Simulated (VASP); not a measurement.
# SiC in VASP: a series of runs

The runs below take SiC through single point, with PBE.

All numbers are computed with VASP 6.6.1; they aren't measurements. Logs are shortened: lines on timing, memory, paths and dates and some standing lists are left out, and cuts for length are marked.

### Step 1. The cell of the first run

The cell holds a slab with vacuum, 12 atoms: a = 3.092 Å, b = 3.092 Å, c = 28.315 Å, α = 90.00°, β = 90.00°, γ = 120.00°.

### Step 2. Single point, PBE

File INCAR:

```
ALGO = Normal
AMIX = 0.1
AMIX_MAG = 0.4
BMIX = 1E-4
BMIX_MAG = 1E-4
DIPOL = 0.5 0.5 0.500
EDIFF = 1E-6
EFIELD = -1.5
ENCUT = 640
GGA = PE
GGA_COMPAT = False
IDIPOL = 3
ISIF = 2
ISMEAR = 0
KPAR = 4
LASPH = True
LCHARG = False
LDIPOL = True
LREAL = False
LWAVE = False
NBANDS = 36
NELM = 300
NELMDL = -8
PREC = Accurate
SIGMA = 0.05
```

File KPOINTS:

```
k-points
0
Gamma
  9 9 1
```

File POSCAR:

```
SiC
1.0
    3.0917664104      0.0000000000      0.0000000000
   -1.5458832052      2.6775482539      0.0000000000
    0.0000000000      0.0000000000     28.3148762731
C Si
6 6
Direct
    0.3333333333      0.6666666667      0.2648784310
    0.6666666667      0.3333333333      0.3544783487
    0.3333333333      0.6666666667      0.4440782665
    0.6666666667      0.3333333333      0.5336781842
    0.3333333333      0.6666666667      0.6232781020
    0.6666666667      0.3333333333      0.7128780198
    0.6666666667      0.3333333333      0.2871219802
    0.3333333333      0.6666666667      0.3767218980
    0.6666666667      0.3333333333      0.4663218158
    0.3333333333      0.6666666667      0.5559217335
    0.6666666667      0.3333333333      0.6455216513
    0.3333333333      0.6666666667      0.7351215690
```

Potentials or basis: VASP PAW PBE potentials, release 64 (C, Si).

Started as:

```
$ cat potpaw_PBE.64/C/POTCAR potpaw_PBE.64/Si/POTCAR > POTCAR
$ mpirun -np 4 vasp_std > vasp.out
```

OUTCAR:

```text
AMIX = 0.1
   AMIX_MAG = 0.4
   EDIFF = 1E-6
   ENCUT = 640
   GGA = PE
   ISIF = 2
   ISMEAR = 0
   LASPH = True
   LREAL = False
   NELM = 300
   NELMDL = -8
   PREC = Accurate

 ion  position               nearest neighbor table
   1  0.333  0.667  0.265-   7 1.89   7 1.89   7 1.89
   2  0.667  0.333  0.354-   8 1.89   8 1.89   8 1.89   7 1.91
   3  0.333  0.667  0.444-   9 1.89   9 1.89   9 1.89   8 1.91
   4  0.667  0.333  0.534-  10 1.89  10 1.89  10 1.89   9 1.91
   5  0.333  0.667  0.623-  11 1.89  11 1.89  11 1.89  10 1.91
   6  0.667  0.333  0.713-  12 1.89  12 1.89  12 1.89  11 1.91
   7  0.667  0.333  0.287-   1 1.89   1 1.89   1 1.89   2 1.91   8 3.10   8 3.10   8 3.10
   8  0.333  0.667  0.377-   2 1.89   2 1.89   2 1.89   3 1.91   9 3.10   7 3.10   7 3.10   9 3.10
                             9 3.10   7 3.10
   9  0.667  0.333  0.466-   3 1.89   3 1.89   3 1.89   4 1.91  10 3.10  10 3.10  10 3.10   8 3.10
                             8 3.10   8 3.10
  10  0.333  0.667  0.556-   4 1.89   4 1.89   4 1.89   5 1.91   9 3.10   9 3.10   9 3.10  11 3.10
                            11 3.10  11 3.10
  11  0.667  0.333  0.646-   5 1.89   5 1.89   5 1.89   6 1.91  12 3.10  12 3.10  12 3.10  10 3.10
                            10 3.10  10 3.10
  12  0.333  0.667  0.735-   6 1.89   6 1.89   6 1.89  11 3.10  11 3.10  11 3.10

  LATTYP: Found a hexagonal cell.
 ALAT       =     3.0917664104
 C/A-ratio  =     9.1581550850

  Lattice vectors:

 A1 = (   3.0917664104,   0.0000000000,   0.0000000000)
 A2 = (  -1.5458832052,   2.6775482539,   0.0000000000)
 A3 = (   0.0000000000,   0.0000000000,  28.3148762731)

Analysis of symmetry for initial positions (statically):
=====================================================================
 Subroutine PRICEL returns:
 Original cell was already a primitive cell.

 Routine SETGRP: Setting up the symmetry group for a
 hexagonal supercell.

 Subroutine GETGRP returns: Found  6 space group operations
 (whereof  6 operations were pure point group operations)
 out of a pool of 24 trial point group operations.

The static configuration has the point symmetry C_3v.

Analysis of symmetry for dynamics (positions and initial velocities):
=====================================================================
 An external electric field (EFIELD) may reduce the allowed symmetry operations
 Subroutine PRICEL returns:
 Original cell was already a primitive cell.

 Routine SETGRP: Setting up the symmetry group for a
 hexagonal supercell.

 Subroutine GETGRP returns: Found  6 space group operations
 (whereof  6 operations were pure point group operations)
 out of a pool of 24 trial point group operations.

The dynamic configuration has the point symmetry C_3v.

 Subroutine INISYM returns: Found  6 space group operations
 (whereof  6 operations are pure point group operations),
 and found     1 'primitive' translations

----------------------------------------------------------------------------------------

                                     Primitive cell

  volume of cell :     234.4006

  direct lattice vectors                    reciprocal lattice vectors
     3.091766410  0.000000000  0.000000000     0.323439700  0.186737998  0.000000000
    -1.545883205  2.677548254  0.000000000     0.000000000  0.373475996  0.000000000
     0.000000000  0.000000000 28.314876273     0.000000000  0.000000000  0.035317124

  length of vectors
     3.091766410  3.091766410 28.314876273     0.373475996  0.373475996  0.035317124

  position of ions in fractional coordinates (direct lattice)
     0.333333333  0.666666667  0.264878431
     0.666666667  0.333333333  0.354478349
     0.333333333  0.666666667  0.444078267
     0.666666667  0.333333333  0.533678184
     0.333333333  0.666666667  0.623278102
     0.666666667  0.333333333  0.712878020
     0.666666667  0.333333333  0.287121980
     0.333333333  0.666666667  0.376721898
     0.666666667  0.333333333  0.466321816
[... 32 lines left out ...]
     0.000000000  0.000000000  0.035317124     0.000000000  0.000000000  1.000000000

  Length of vectors
     0.041497333  0.041497333  0.035317124

  Shift w.r.t. Gamma in fractional coordinates (k-lattice)
     0.000000000  0.000000000  0.000000000

 Subroutine IBZKPT returns following result:
 ===========================================

 Found     12 irreducible k-points:

 Following reciprocal coordinates:
            Coordinates               Weight
  0.000000  0.000000  0.000000      1.000000
  0.111111 -0.000000  0.000000      6.000000
  0.222222  0.000000  0.000000      6.000000
  0.333333 -0.000000  0.000000      6.000000
  0.444444  0.000000  0.000000      6.000000
  0.111111  0.111111  0.000000      6.000000
  0.222222  0.111111  0.000000     12.000000
  0.333333  0.111111  0.000000     12.000000
  0.444444  0.111111  0.000000      6.000000
  0.222222  0.222222  0.000000      6.000000
  0.333333  0.222222  0.000000     12.000000
  0.333333  0.333333  0.000000      2.000000
   k-points           NKPTS =     12   k-points in BZ     NKDIM =     12   number of bands    NBANDS=     36
   number of dos      NEDOS =    301   number of ions     NIONS =     12
   total plane-waves  NPLWV = 188160
   dimension x,y,z NGX =    28 NGY =   28 NGZ =  240
   dimension x,y,z NGXF=    56 NGYF=   56 NGZF=  480
   ions per type =               6   6
   NGX,Y,Z   is equivalent  to a cutoff of  15.06, 15.06, 14.09 a.u.
   NGXF,Y,Z  is equivalent  to a cutoff of  30.11, 30.11, 28.18 a.u.
 SYSTEM =  unknown system
   PREC   = accura    normal or accurate (medium, high low for compatibility)
   ISTART =      0    job   : 0-new  1-cont  2-samecut
   ICHARG =      2    charge: 1-file 2-atom 10-const
   ISPIN  =      1    spin polarized calculation?
   LNONCOLLINEAR =      F non collinear calculations
   LSORBIT =      F    spin-orbit coupling
   LASPH  =      T    aspherical Exc in radial PAW
   ENCUT  =  640.0 eV  47.04 Ry    6.86 a.u.   6.38  6.38 58.41*2*pi/ulx,y,z
   NELM   =    300;   NELMIN=  2; NELMDL= -8     # of ELM steps
   EDIFF  = 0.1E-05   stopping-criterion for ELM
   LREAL  =      F    real-space projection
   EDIFFG = 0.1E-04   stopping-criterion for IOM
   NSW    =      0    number of steps for IOM
   IBRION =     -1    ionic relax: 0-MD 1-quasi-New 2-CG
   NFREE  =      0    steps in history (QN), initial steepest desc. (CG)
   ISIF   =      2    stress and relaxation
   ISYM   =      2    0-nonsym 1-usesym 2-fastsym
   POTIM  = 0.5000    time-step for ionic-motion
   TEBEG  =    0.0;   TEEND  =   0.0 temperature during run
   PSTRESS=    0.0 pullay stress
   NELECT =      48.0000    total number of electrons
   NUPDOWN=      -1.0000    fix difference up-down
   EMIN   =  10.00;   EMAX   =-10.00  energy-range for DOS
   EFERMI =   0.00;   METHOD = LEGACY
   ISMEAR =     0;   SIGMA  =   0.05  broadening in eV -4-tet -1-fermi 0-gaus
   EFERMI_NEDOS =   21; number of points for ismear=-14 and -15
   IALGO  =     38    algorithm
   IMIX   =      4    mixing-type and parameters
     AMIX     =   0.10;   BMIX     =  0.00
     AMIX_MAG =   0.40;   BMIX_MAG =  0.00
  volume/ion in A,a.u.               =      19.53       131.82
  Fermi-wavevector in a.u.,A,eV,Ry     =   0.964945  1.823481 12.668629  0.931118
  Thomas-Fermi vector in A             =   2.094619
   LORBIT       =      0    0 simple, 1 ext, 2 COOP (PROOUT), +10 PAW based schemes
   GGA     = PE    functional components
   LHFCALC =     F    Hartree Fock is set to
   AEXX    =    0.0000 exact exchange contribution
   IVDW    =     0    specifies the selected vdW correction
   LEPSILON=     F    determine dielectric tensor
   LRPA    =     F    only Hartree local field effects (RPA)
 non-spin polarized calculation
 Gauss-broadening in eV      SIGMA  =   0.05
  energy-cutoff  :      640.00
  volume of cell :      234.40
 maximum number of plane-waves:      8673
 NGX is ok and might be reduce to    28
   NGX = 13   NGY = 13   NGZ =117

 dipolmoment           0.000000      0.000000    -10.584995 electrons x Angstroem

 number of electron      48.0000000 magnetization

 dipolmoment           0.000000      0.000000     -1.201604 electrons x Angstroem

 Free energy of the ion-electron system (eV)
  ---------------------------------------------------
  ext. energy  EPLUGINS =         0.00000000
  ---------------------------------------------------
  free energy    TOTEN  =       -86.95703990 eV

  energy without entropy =      -86.93841686  energy(sigma->0) =      -86.94772838

 E-fermi :   2.3642     XC(G=0):  -6.6871

 val. band max:        2.3598719511   @ k =   0.3333   0.1111   0.0000
 cond. band min:       2.3800560450   @ k =   0.2222   0.2222   0.0000
 fundamental gap:      0.0201840938
 Fermi energy:         2.3641999968

 k-point     1 :       0.0000    0.0000    0.0000
  band No.  band energies     occupation
      1     -14.0621      2.00000
      2     -13.4356      2.00000
      3     -12.7971      2.00000
      4     -12.0359      2.00000
      5     -11.1884      2.00000
      6      -9.9853      2.00000
[... 457 lines left out ...]
     35       9.7615      0.00000
     36       9.7647      0.00000

------------------------ aborting loop because EDIFF is reached ----------------------------------------

 vacuum level on the upper side and lower side of the slab       (xc-potential included)         7.961        -7.976

  FORCE on cell =-STRESS in cart. coord.  units (eV):
  Direction    XX          YY          ZZ          XY          YZ          ZX
  --------------------------------------------------------------------------------------
  -------------------------------------------------------------------------------------
  Total       -0.0398116     -0.0398116     -0.7318555      0.0000000     -0.0000000     -0.0000000
  in kB       -0.2721208     -0.2721208     -5.0023870      0.0000000     -0.0000000     -0.0000000
  external PRESSURE =      -1.8488762 kB  Pullay stress =       0.0000000 kB

 VOLUME and BASIS-vectors are now :
 -----------------------------------------------------------------------------
  energy-cutoff  :      640.00
  volume of cell :      234.40
      direct lattice vectors                 reciprocal lattice vectors
     3.091766410  0.000000000  0.000000000     0.323439700  0.186737998  0.000000000
    -1.545883205  2.677548254  0.000000000     0.000000000  0.373475996  0.000000000
     0.000000000  0.000000000 28.314876273     0.000000000  0.000000000  0.035317124

 POSITION                                       TOTAL-FORCE (eV/Angst)
 -----------------------------------------------------------------------------------
     -0.00000      1.78503      7.50000        -0.000000     -0.000000      1.927150
      1.54588      0.89252     10.03701        -0.000000     -0.000000      0.713810
     -0.00000      1.78503     12.57402         0.000000     -0.000000      0.405921
      1.54588      0.89252     15.11103         0.000000     -0.000000      0.349210
     -0.00000      1.78503     17.64804         0.000000      0.000000      0.343282
      1.54588      0.89252     20.18505        -0.000000      0.000000      0.908035
      1.54588      0.89252      8.12982        -0.000000     -0.000000     -2.323161
     -0.00000      1.78503     10.66683        -0.000000     -0.000000     -0.530555
      1.54588      0.89252     13.20384        -0.000000     -0.000000     -0.410184
     -0.00000      1.78503     15.74086        -0.000000      0.000000     -0.368940
      1.54588      0.89252     18.27787        -0.000000     -0.000000     -0.491679
     -0.00000      1.78503     20.81488         0.000000      0.000000     -0.522890
 -----------------------------------------------------------------------------------
    total drift:                                0.000000      0.000000     -0.001681

  FREE ENERGIE OF THE ION-ELECTRON SYSTEM (eV)
  ---------------------------------------------------
  free  energy   TOTEN  =       -86.9570399004 eV

  energy  without entropy=      -86.9384168627  energy(sigma->0) =      -86.94772838

 vacuum level on the upper side and lower side of the slab        15.230        -0.269
```

Run time: 6.9 min. Hardware: 4 MPI ranks of Intel Xeon 6975P-C (Granite Rapids), shared host; peak memory 0.49 GiB.

What came out:

```yaml
Free_energy: -86.9570 eV
Largest_force: 2.323 eV/Å
Band_gap_on_the_k_mesh: zero (bands 24 and 25 overlap by 0.33 eV)
```

Forces on the atoms (eV/Å):
```
C    0.000  0.000  1.927
C    0.000  0.000  0.714
C    0.000  0.000  0.406
C    0.000  0.000  0.349
C    0.000  0.000  0.343
C    0.000  0.000  0.908
Si   0.000  0.000 -2.323
Si   0.000  0.000 -0.531
Si   0.000  0.000 -0.410
Si   0.000  0.000 -0.369
Si   0.000  0.000 -0.492
Si   0.000  0.000 -0.523
```

(Part 1 of 2 ends here.)

The gap in the log of VASP goes by the Fermi energy; the results here count the filled bands.